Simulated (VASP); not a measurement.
# FePt (P4/mmm) in VASP: settings compared

FePt is run at these levels: BLYP+D3(BJ), RPBE; tasks: single point.

Program: VASP 6.6.1. These are calculated values, not measurements. Logs are shortened: lines on timing, memory, paths and dates and some standing lists are left out, and cuts for length are marked.

## 1. The cell of the first run

Symmetry: P4/mmm, No. 123, tetragonal system. The conventional cell has a = 2.719 Å, b = 2.719 Å, c = 3.714 Å, α = 90.00°, β = 90.00°, γ = 90.00°. Within 3.5 Å of Pt (site symmetry 4/mmm) lie 8 Fe at 2.67 Å and 4 Pt at 2.72 Å. Within 3.5 Å of Fe (site symmetry 4/mmm) lie 8 Pt at 2.67 Å and 4 Fe at 2.72 Å.

## 2. Single point, BLYP+D3(BJ), collinear spin, ferromagnetic start

The input, INCAR:

```
SYSTEM = FePt
  AGGAC = 1.0
  AGGAX = 1.0
  ALDAC = 0.0
  ALDAX = 1.0
  ALGO = Normal
  EDIFF = 1E-6
  ENCUT = 520
  GGA = B5
  ISIF = 2
  ISMEAR = -1
  ISPIN = 2
  IVDW = 12
  LASPH = .True.
  LCHARG = .True.
  LELF = .True.
  LMAXMIX = 4
  LORBIT = 11
  LREAL = .False.
  LVHAR = .True.
  LWAVE = .False.
  MAGMOM = 0 3
  NBANDS = 20
  NELM = 150
  PREC = Accurate
  SIGMA = 0.05
  VDW_A1 = 0.4298
  VDW_A2 = 4.2359
  VDW_S6 = 1.0
  VDW_S8 = 2.6996
```

The input, KPOINTS:

```
k-points
0
Gamma
  10 10 7
  0 0 0
```

The input, POSCAR:

```
FePt
1.0
    2.7187688404      0.0000000000      0.0000000000
    0.0000000000      2.7187688404      0.0000000000
    0.0000000000      0.0000000000      3.7136177583
Pt Fe
1 1
Direct
    0.5000000000      0.5000000000      0.5000000000
    0.0000000000      0.0000000000      0.0000000000
```

Potentials or basis: VASP PAW PBE potentials, release 64 (Pt, Fe).

Started as:

```
$ cat potpaw_PBE.64/Pt/POTCAR potpaw_PBE.64/Fe/POTCAR > POTCAR
$ mpirun -np 1 vasp_std > vasp.out
```

OUTCAR:

```text
SYSTEM = FePt
   EDIFF = 1E-6
   ENCUT = 520
   GGA = B5
   ISIF = 2
   ISMEAR = -1
   ISPIN = 2
   IVDW = 12
   LASPH = .True.
   LORBIT = 11
   LREAL = .False.
   NELM = 150
   PREC = Accurate
 IVDW          = 12

 ion  position               nearest neighbor table
   1  0.500  0.500  0.500-   2 2.67   2 2.67   2 2.67   2 2.67   2 2.67   2 2.67   2 2.67   2 2.67

   2  0.000  0.000  0.000-   1 2.67   1 2.67   1 2.67   1 2.67   1 2.67   1 2.67   1 2.67   1 2.67

  LATTYP: Found a simple tetragonal cell.
 ALAT       =     2.7187688404
 C/A-ratio  =     1.3659189053

  Lattice vectors:

 A1 = (   2.7187688404,   0.0000000000,   0.0000000000)
 A2 = (   0.0000000000,   2.7187688404,   0.0000000000)
 A3 = (   0.0000000000,   0.0000000000,   3.7136177583)

Analysis of symmetry for initial positions (statically):
=====================================================================
 Subroutine PRICEL returns:
 Original cell was already a primitive cell.

 Routine SETGRP: Setting up the symmetry group for a
 simple tetragonal supercell.

 Subroutine GETGRP returns: Found 16 space group operations
 (whereof 16 operations were pure point group operations)
 out of a pool of 16 trial point group operations.

The static configuration has the point symmetry D_4h.

Analysis of symmetry for dynamics (positions and initial velocities):
=====================================================================
 Subroutine PRICEL returns:
 Original cell was already a primitive cell.

 Routine SETGRP: Setting up the symmetry group for a
 simple tetragonal supercell.

 Subroutine GETGRP returns: Found 16 space group operations
 (whereof 16 operations were pure point group operations)
 out of a pool of 16 trial point group operations.

The dynamic configuration has the point symmetry D_4h.

Analysis of structural, dynamic, and magnetic symmetry:
=====================================================================
 Subroutine PRICEL returns:
 Original cell was already a primitive cell.

 Routine SETGRP: Setting up the symmetry group for a
 simple tetragonal supercell.

 Subroutine GETGRP returns: Found 16 space group operations
 (whereof 16 operations were pure point group operations)
 out of a pool of 16 trial point group operations.

The overall configuration has the point symmetry D_4h.

 Subroutine INISYM returns: Found 16 space group operations
 (whereof 16 operations are pure point group operations),
 and found     1 'primitive' translations

----------------------------------------------------------------------------------------

                                     Primitive cell

  volume of cell :      27.4500

  direct lattice vectors                    reciprocal lattice vectors
     2.718768840  0.000000000  0.000000000     0.367813543  0.000000000  0.000000000
     0.000000000  2.718768840  0.000000000     0.000000000  0.367813543  0.000000000
     0.000000000  0.000000000  3.713617758     0.000000000  0.000000000  0.269279195

  length of vectors
     2.718768840  2.718768840  3.713617758     0.367813543  0.367813543  0.269279195

  position of ions in fractional coordinates (direct lattice)
     0.500000000  0.500000000  0.500000000
     0.000000000  0.000000000  0.000000000

  ion indices of the primitive-cell ions
   primitive index   ion index
                 1           1
                 2           2

----------------------------------------------------------------------------------------

 KPOINTS: k-points

Automatic generation of k-mesh.
 Grid dimensions read from file:
 generate k-points for:   10   10    7

 Generating k-lattice:

  Cartesian coordinates                     Fractional coordinates (reciprocal lattice)
     0.036781354  0.000000000  0.000000000     0.100000000  0.000000000  0.000000000
     0.000000000  0.036781354  0.000000000     0.000000000  0.100000000  0.000000000
     0.000000000  0.000000000  0.038468456     0.000000000  0.000000000  0.142857143

  Length of vectors
     0.036781354  0.036781354  0.038468456

  Shift w.r.t. Gamma in fractional coordinates (k-lattice)
     0.000000000  0.000000000  0.000000000

 Subroutine IBZKPT returns following result:
 ===========================================

 Found     84 irreducible k-points:

 Following reciprocal coordinates:
            Coordinates               Weight
  0.000000  0.000000  0.000000      1.000000
  0.100000  0.000000  0.000000      4.000000
  0.200000  0.000000  0.000000      4.000000
  0.300000  0.000000  0.000000      4.000000
  0.400000  0.000000  0.000000      4.000000
  0.500000  0.000000  0.000000      2.000000
[... 16 lines left out ...]
  0.100000  0.000000  0.142857      8.000000
  0.200000  0.000000  0.142857      8.000000
 [... further k-points ...]
   k-points           NKPTS =     84   k-points in BZ     NKDIM =     84   number of bands    NBANDS=     20
   number of dos      NEDOS =    301   number of ions     NIONS =      2
   total plane-waves  NPLWV =  11200
   dimension x,y,z NGX =    20 NGY =   20 NGZ =   28
   dimension x,y,z NGXF=    40 NGYF=   40 NGZF=   56
   ions per type =               1   1
   NGX,Y,Z   is equivalent  to a cutoff of  12.23, 12.23, 12.53 a.u.
   NGXF,Y,Z  is equivalent  to a cutoff of  24.46, 24.46, 25.07 a.u.
 SYSTEM =  FePt
   PREC   = accura    normal or accurate (medium, high low for compatibility)
   ISTART =      0    job   : 0-new  1-cont  2-samecut
   ICHARG =      2    charge: 1-file 2-atom 10-const
   ISPIN  =      2    spin polarized calculation?
   LNONCOLLINEAR =      F non collinear calculations
   LSORBIT =      F    spin-orbit coupling
   LASPH  =      T    aspherical Exc in radial PAW
   ENCUT  =  520.0 eV  38.22 Ry    6.18 a.u.   5.06  5.06  6.90*2*pi/ulx,y,z
   NELM   =    150;   NELMIN=  2; NELMDL= -5     # of ELM steps
   EDIFF  = 0.1E-05   stopping-criterion for ELM
   LREAL  =      F    real-space projection
[... 7 lines left out ...]
   TEBEG  =    0.0;   TEEND  =   0.0 temperature during run
   PSTRESS=    0.0 pullay stress
   NELECT =      18.0000    total number of electrons
   NUPDOWN=      -1.0000    fix difference up-down
   EMIN   =  10.00;   EMAX   =-10.00  energy-range for DOS
   EFERMI =   0.00;   METHOD = LEGACY
   ISMEAR =    -1;   SIGMA  =   0.05  broadening in eV -4-tet -1-fermi 0-gaus
   EFERMI_NEDOS =   21; number of points for ismear=-14 and -15
   IALGO  =     38    algorithm
   IMIX   =      4    mixing-type and parameters
     AMIX     =   0.40;   BMIX     =  1.00
     AMIX_MAG =   1.60;   BMIX_MAG =  1.00
  volume/ion in A,a.u.               =      13.72        92.62
  Fermi-wavevector in a.u.,A,eV,Ry     =   1.422280  2.687719 27.522955  2.022880
  Thomas-Fermi vector in A             =   2.543000
   LORBIT       =     11    0 simple, 1 ext, 2 COOP (PROOUT), +10 PAW based schemes
   GGA     = B5    functional components
   LHFCALC =     F    Hartree Fock is set to
   AEXX    =    0.0000 exact exchange contribution
   IVDW    =    12    specifies the selected vdW correction
   LEPSILON=     F    determine dielectric tensor
   LRPA    =     F    only Hartree local field effects (RPA)
 spin polarized calculation
  energy-cutoff  :      520.00
  volume of cell :       27.45
 maximum number of plane-waves:       754
   NGX = 11   NGY = 11   NGZ = 13

 number of electron      17.9999999 magnetization       3.2117580

 Free energy of the ion-electron system (eV)
  ---------------------------------------------------
  ext. energy  EPLUGINS =         0.00000000
  ---------------------------------------------------
  free energy    TOTEN  =       -12.55355795 eV

  energy without entropy =      -12.54298700  energy(sigma->0) =      -12.54827247

 E-fermi :   9.3106     XC(G=0): -12.4350

 val. band max:        9.2927084951   @ k =   0.5000   0.2000   0.1429
 cond. band min:       9.3231177338   @ k =   0.5000   0.2000   0.4286
 fundamental gap:      0.0304092386
 Fermi energy:         9.3106328453

 spin component 1

 k-point     1 :       0.0000    0.0000    0.0000
  band No.  band energies     occupation
      1      -0.1569      1.00000
      2       2.9910      1.00000
      3       3.1069      1.00000
      4       5.8852      1.00000
      5       5.8852      1.00000
      6       6.4530      1.00000
[... 12 lines left out ...]
     19      31.0367      0.00000
     20      31.0367      0.00000

 k-point     2 :       0.1000    0.0000    0.0000
  band No.  band energies     occupation
      1       0.1044      1.00000
      2       3.1213      1.00000
      3       3.2957      1.00000
      4       5.7764      1.00000
      5       5.9608      1.00000
      6       6.5195      1.00000
[... 498 lines left out ...]
 k-point    24 :       0.2000    0.0000    0.1429
  band No.  band energies     occupation
      1       1.0440      1.00000
      2       3.4905      1.00000
      3       3.9927      1.00000
      4       5.4930      1.00000
      5       6.1482      1.00000
      6       6.5763      1.00000
[... 12 lines left out ...]
     19      32.5376      0.00000
     20      32.8119      0.00000

 [... further k-points ...]

 spin component 2

 k-point     1 :       0.0000    0.0000    0.0000
  band No.  band energies     occupation
      1      -0.0343      1.00000
      2       3.4712      1.00000
      3       3.5316      1.00000
      4       6.8757      1.00000
      5       6.8757      1.00000
      6       8.4405      1.00000
[... 12 lines left out ...]
     19      31.1473      0.00000
     20      31.1473      0.00000

 k-point     2 :       0.1000    0.0000    0.0000
  band No.  band energies     occupation
      1       0.2284      1.00000
      2       3.5896      1.00000
      3       3.7395      1.00000
      4       6.6367      1.00000
      5       6.9488      1.00000
      6       8.3133      1.00000
[... 498 lines left out ...]
 k-point    24 :       0.2000    0.0000    0.1429
  band No.  band energies     occupation
      1       1.1766      1.00000
      2       3.9079      1.00000
      3       4.4844      1.00000
      4       6.0008      1.00000
      5       7.1286      1.00000
      6       7.8833      1.00000
[... 12 lines left out ...]
     19      32.7547      0.00000
     20      33.0790      0.00000

 [... further k-points ...]

------------------------ aborting loop because EDIFF is reached ----------------------------------------

 Edisp (eV)   -2.50111

 E8    (eV) :    -1.8724

  FORCE on cell =-STRESS in cart. coord.  units (eV):
  Direction    XX          YY          ZZ          XY          YZ          ZX
  --------------------------------------------------------------------------------------
  -------------------------------------------------------------------------------------
  Total       0.14599     0.14599     0.13309     0.00000     0.00000     0.00000
  in kB       8.52120     8.52120     7.76797     0.00000     0.00000     0.00000
  external pressure =        8.27 kB  Pullay stress =        0.00 kB

 VOLUME and BASIS-vectors are now :
 -----------------------------------------------------------------------------
  energy-cutoff  :      520.00
  volume of cell :       27.45
      direct lattice vectors                 reciprocal lattice vectors
     2.718768840  0.000000000  0.000000000     0.367813543  0.000000000  0.000000000
     0.000000000  2.718768840  0.000000000     0.000000000  0.367813543  0.000000000
     0.000000000  0.000000000  3.713617758     0.000000000  0.000000000  0.269279195

 POSITION                                       TOTAL-FORCE (eV/Angst)
 -----------------------------------------------------------------------------------
      1.35938      1.35938      1.85681         0.000000      0.000000      0.000000
      0.00000      0.00000      0.00000         0.000000      0.000000      0.000000
 -----------------------------------------------------------------------------------
    total drift:                               -0.000000      0.000000      0.000000

  FREE ENERGIE OF THE ION-ELECTRON SYSTEM (eV)
  ---------------------------------------------------
  free  energy   TOTEN  =       -15.0546703823 eV

  energy  without entropy=      -15.0440994343  energy(sigma->0) =      -15.04938491

 total charge

# of ion       s       p       d       tot
------------------------------------------
    1        0.727   0.645   8.115   9.487
    2        0.410   0.441   6.200   7.051
--------------------------------------------------
tot          1.137   1.086  14.315  16.538

 magnetization (x)

# of ion       s       p       d       tot
------------------------------------------
    1       -0.025  -0.062   0.427   0.341
    2        0.002  -0.008   2.849   2.844
--------------------------------------------------
tot         -0.023  -0.070   3.277   3.184
```

Run time: 58 s. Hardware: 1 thread of Intel Xeon Platinum 8559C (Emerald Rapids), shared host; peak memory 0.2 GiB.

Results:

* Free energy: -15.0547 eV
* Pressure: 0.8 GPa
* Net moment: 3.21 μB per cell
* Site moments: Pt +0.34; Fe +2.84 μB
* Valence electrons inside the program's atomic spheres: Pt 9.49; Fe 7.05
* Dispersion energy per atom: -1.251 eV

Stress tensor (GPa, compression positive):
```
0.85 0.00 0.00
0.00 0.85 0.00
0.00 0.00 0.78
```

Caveat: the PAW data sets were made with another functional, which shifts forces and pressure a little; spin-orbit coupling is left out, which moves the levels of the heavy elements.

[end of part 1 of 2]
